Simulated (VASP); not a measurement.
# GaN (F-43m) in VASP: further runs

The runs below take GaN through single point, with LDA.

All numbers are computed with VASP 6.6.1; they aren't measurements. Logs are shortened: lines on timing, memory, paths and dates and some standing lists are left out, and cuts for length are marked.

### Step 1. The cell of the first run

It takes space group F-43m (No. 216, cubic). The conventional cell has a = 4.507 Å, b = 4.507 Å, c = 4.507 Å, α = 90.00°, β = 90.00°, γ = 90.00°. Within 2.6 Å of Ga (site symmetry -43m) lie 4 N at 1.95 Å. N (site symmetry -43m) has 4 Ga at 1.95 Å within 2.6 Å.

### Step 2. Single point, LDA

INCAR reads:

```
PREC = Accurate
ENCUT = 910
EDIFF = 1E-6
ISMEAR = 0
SIGMA = 0.01
LREAL = False
LASPH = True
NELM = 120
ALGO = Normal
ISIF = 2
LWAVE = False
LCHARG = False
NBANDS = 16
GGA_COMPAT = False
```

KPOINTS reads:

```
Automatic mesh
0
Gamma
  8 8 8
```

POSCAR reads:

```
GaN
1.0
    0.0000000000      2.2535000000      2.2535000000
    2.2535000000      0.0000000000      2.2535000000
    2.2535000000      2.2535000000      0.0000000000
Ga N
1 1
Direct
    0.0000000000      0.0000000000      0.0000000000
    0.7500000000      0.7500000000      0.7500000000
```

Potentials or basis: VASP PAW LDA potentials, release 64 (Ga_d, N_h).

Command:

```bash
> cat potpaw_LDA.64/Ga_d/POTCAR potpaw_LDA.64/N_h/POTCAR > POTCAR
> mpirun -np 1 vasp_std > vasp.out
```

OUTCAR:

```text
PREC = Accurate
   ENCUT = 910
   EDIFF = 1E-6
   ISMEAR = 0
   LREAL = False
   LASPH = True
   NELM = 120
   ISIF = 2

 ion  position               nearest neighbor table
   1  0.000  0.000  0.000-   2 1.95   2 1.95   2 1.95   2 1.95
   2  0.750  0.750  0.750-   1 1.95   1 1.95   1 1.95   1 1.95

  LATTYP: Found a face centered cubic cell.
 ALAT       =     4.5070000000

  Lattice vectors:

 A1 = (   0.0000000000,   2.2535000000,   2.2535000000)
 A2 = (   2.2535000000,   0.0000000000,   2.2535000000)
 A3 = (   2.2535000000,   2.2535000000,   0.0000000000)

Analysis of symmetry for initial positions (statically):
=====================================================================
 Subroutine PRICEL returns:
 Original cell was already a primitive cell.

 Routine SETGRP: Setting up the symmetry group for a
 face centered cubic supercell.

 Subroutine GETGRP returns: Found 24 space group operations
 (whereof 24 operations were pure point group operations)
 out of a pool of 48 trial point group operations.

The static configuration has the point symmetry T_d .

Analysis of symmetry for dynamics (positions and initial velocities):
=====================================================================
 Subroutine PRICEL returns:
 Original cell was already a primitive cell.

 Routine SETGRP: Setting up the symmetry group for a
 face centered cubic supercell.

 Subroutine GETGRP returns: Found 24 space group operations
 (whereof 24 operations were pure point group operations)
 out of a pool of 48 trial point group operations.

The dynamic configuration has the point symmetry T_d .

 Subroutine INISYM returns: Found 24 space group operations
 (whereof 24 operations are pure point group operations),
 and found     1 'primitive' translations

----------------------------------------------------------------------------------------

                                     Primitive cell

  volume of cell :      22.8877

  direct lattice vectors                    reciprocal lattice vectors
     0.000000000  2.253500000  2.253500000    -0.221877080  0.221877080  0.221877080
     2.253500000  0.000000000  2.253500000     0.221877080 -0.221877080  0.221877080
     2.253500000  2.253500000  0.000000000     0.221877080  0.221877080 -0.221877080

  length of vectors
     3.186930263  3.186930263  3.186930263     0.384302376  0.384302376  0.384302376

  position of ions in fractional coordinates (direct lattice)
     0.000000000  0.000000000  0.000000000
     0.750000000  0.750000000  0.750000000

  ion indices of the primitive-cell ions
   primitive index   ion index
[... 70 lines left out ...]
   LSORBIT =      F    spin-orbit coupling
   LASPH  =      T    aspherical Exc in radial PAW
   ENCUT  =  910.0 eV  66.88 Ry    8.18 a.u.   7.84  7.84  7.84*2*pi/ulx,y,z
   NELM   =    120;   NELMIN=  2; NELMDL= -5     # of ELM steps
   EDIFF  = 0.1E-05   stopping-criterion for ELM
   LREAL  =      F    real-space projection
   EDIFFG = 0.1E-04   stopping-criterion for IOM
   NSW    =      0    number of steps for IOM
   IBRION =     -1    ionic relax: 0-MD 1-quasi-New 2-CG
   NFREE  =      0    steps in history (QN), initial steepest desc. (CG)
   ISIF   =      2    stress and relaxation
   ISYM   =      2    0-nonsym 1-usesym 2-fastsym
   POTIM  = 0.5000    time-step for ionic-motion
   TEBEG  =    0.0;   TEEND  =   0.0 temperature during run
   PSTRESS=    0.0 pullay stress
   NELECT =      18.0000    total number of electrons
   NUPDOWN=      -1.0000    fix difference up-down
   EMIN   =  10.00;   EMAX   =-10.00  energy-range for DOS
   EFERMI =   0.00;   METHOD = LEGACY
   ISMEAR =     0;   SIGMA  =   0.01  broadening in eV -4-tet -1-fermi 0-gaus
   EFERMI_NEDOS =   21; number of points for ismear=-14 and -15
   IALGO  =     38    algorithm
   IMIX   =      4    mixing-type and parameters
     AMIX     =   0.40;   BMIX     =  1.00
     AMIX_MAG =   1.60;   BMIX_MAG =  1.00
  volume/ion in A,a.u.               =      11.44        77.23
  Fermi-wavevector in a.u.,A,eV,Ry     =   1.511117  2.855597 31.068560  2.283475
  Thomas-Fermi vector in A             =   2.621217
   LORBIT       =      0    0 simple, 1 ext, 2 COOP (PROOUT), +10 PAW based schemes
   GGA     = CA    functional components
   LHFCALC =     F    Hartree Fock is set to
   AEXX    =    0.0000 exact exchange contribution
   IVDW    =     0    specifies the selected vdW correction
   LEPSILON=     F    determine dielectric tensor
   LRPA    =     F    only Hartree local field effects (RPA)
 non-spin polarized calculation
 Gauss-broadening in eV      SIGMA  =   0.01
  energy-cutoff  :      910.00
  volume of cell :       22.89
 maximum number of plane-waves:      1458
   NGX = 15   NGY = 15   NGZ = 15

 number of electron      18.0000003 magnetization

 Free energy of the ion-electron system (eV)
  ---------------------------------------------------
  ext. energy  EPLUGINS =         0.00000000
  ---------------------------------------------------
  free energy    TOTEN  =       -13.93499020 eV

  energy without entropy =      -13.93499020  energy(sigma->0) =      -13.93499020

 E-fermi :   5.4765     XC(G=0): -12.1331

 val. band max:        5.3399913675   @ k =   0.0000   0.0000   0.0000
 cond. band min:       7.0889138553   @ k =   0.0000   0.0000   0.0000
 fundamental gap:      1.7489224878
 Fermi energy:         5.4765400715

 k-point     1 :       0.0000    0.0000    0.0000
  band No.  band energies     occupation
      1     -10.4624      2.00000
      2      -8.2138      2.00000
      3      -8.2138      2.00000
      4      -8.2138      2.00000
      5      -7.8957      2.00000
      6      -7.8957      2.00000
[... 433 lines left out ...]
      3      -8.0481      2.00000
      4      -7.9161      2.00000
      5      -7.8626      2.00000
      6      -6.1747      2.00000
[... 8 lines left out ...]
     15      23.9782      0.00000
     16      26.2312      0.00000

 [... further k-points ...]
[... 5 lines left out ...]
  --------------------------------------------------------------------------------------
  -------------------------------------------------------------------------------------
  Total       -0.8187493     -0.8187493     -0.8187493      0.0000000      0.0000000      0.0000000
  in kB      -57.3137487    -57.3137487    -57.3137487      0.0000000      0.0000000      0.0000000
  external PRESSURE =     -57.3137487 kB  Pullay stress =       0.0000000 kB

 VOLUME and BASIS-vectors are now :
 -----------------------------------------------------------------------------
  energy-cutoff  :      910.00
  volume of cell :       22.89
      direct lattice vectors                 reciprocal lattice vectors
     0.000000000  2.253500000  2.253500000    -0.221877080  0.221877080  0.221877080
     2.253500000  0.000000000  2.253500000     0.221877080 -0.221877080  0.221877080
     2.253500000  2.253500000  0.000000000     0.221877080  0.221877080 -0.221877080

 POSITION                                       TOTAL-FORCE (eV/Angst)
 -----------------------------------------------------------------------------------
      0.00000      0.00000      0.00000         0.000000      0.000000      0.000000
      3.38025      3.38025      3.38025        -0.000000     -0.000000     -0.000000
 -----------------------------------------------------------------------------------
    total drift:                               -0.000000     -0.000000     -0.000000

  FREE ENERGIE OF THE ION-ELECTRON SYSTEM (eV)
  ---------------------------------------------------
  free  energy   TOTEN  =       -13.9349902037 eV

  energy  without entropy=      -13.9349902037  energy(sigma->0) =      -13.93499020
```

Wall time 20 s (1 thread of AMD EPYC 7R13 (Zen 3), shared host); peak memory 0.14 GiB.

Results:

```
Free energy            : -13.9350 eV
Pressure               : -5.7 GPa
Band gap on the k mesh : 1.75 eV, direct
```

Caveat: the cutoff is under 1.25 times the usual one of these potentials, so pressure, stress and relaxed cells hold a basis-set (Pulay) error.

### Step 3. Single point, LDA

This run uses another cell than the first one, of 10.83 Å³/atom, 0.947 times its volume.

INCAR reads:

```
PREC     = Accurate       # precision mode
ENCUT    = 910            # plane-wave cutoff, eV
EDIFF    = 1E-6           # SCF threshold, eV
ISMEAR   = 0              # smearing method
SIGMA    = 0.01           # smearing width, eV
LREAL    = False          # projectors in reciprocal space
LASPH    = True           # aspherical terms in the spheres
NELM     = 120            # most SCF steps
ALGO     = Normal         # electronic algorithm
ISIF     = 2              # what is computed and relaxed
LWAVE    = False          # write WAVECAR
LCHARG   = True           # write CHGCAR
GGA      = CA             # functional
LELF     = True           # ELF
LVHAR    = True         
NBANDS   = 16             # bands
GGA_COMPAT= False
```

KPOINTS is that of step 2.

POSCAR reads:

```
GaN
1.0
    0.0000000000      2.2127036768      2.2127036768
    2.2127036768      0.0000000000      2.2127036768
    2.2127036768      2.2127036768      0.0000000000
Ga N
1 1
Direct
    0.0000000000      0.0000000000      0.0000000000
    0.7500000000      0.7500000000      0.7500000000
```

Potentials or basis: VASP PAW LDA potentials, release 64 (Ga_d, N_h).

Command:

```bash
> cat potpaw_LDA.64/Ga_d/POTCAR potpaw_LDA.64/N_h/POTCAR > POTCAR
> mpirun -np 1 vasp_std > vasp.out
```

It took 17 s on 1 thread of Intel Xeon Platinum 8375C at 2.90GHz (Ice Lake), shared host; peak memory 0.16 GiB.

It converged, with:

```yaml
Free_energy: -13.9367 eV
Pressure: 5.2 GPa
Band_gap_on_the_k_mesh: 2.10 eV, direct
```

Levels at points of the mesh, in eV from the valence-band top:
| k point | band 7 | band 8 | band 9 | band 10 | band 11 | band 12 |
| --- | --- | --- | --- | --- | --- | --- |
| (0.00, 0.00, 0.00) | 0.00 | 0.00 | 0.00 | 2.10 | 10.45 | 10.45 |
| (0.50, 0.00, 0.00) | -7.49 | -1.05 | -1.05 | 4.92 | 8.87 | 10.49 |
| (0.50, 0.50, 0.00) | -6.44 | -2.93 | -2.93 | 3.26 | 6.80 | 11.90 |

Caveat: the cutoff is under 1.25 times the usual one of these potentials, so pressure, stress and relaxed cells hold a basis-set (Pulay) error. A hybrid or GW would open this gap; LDA tends to underestimate it.
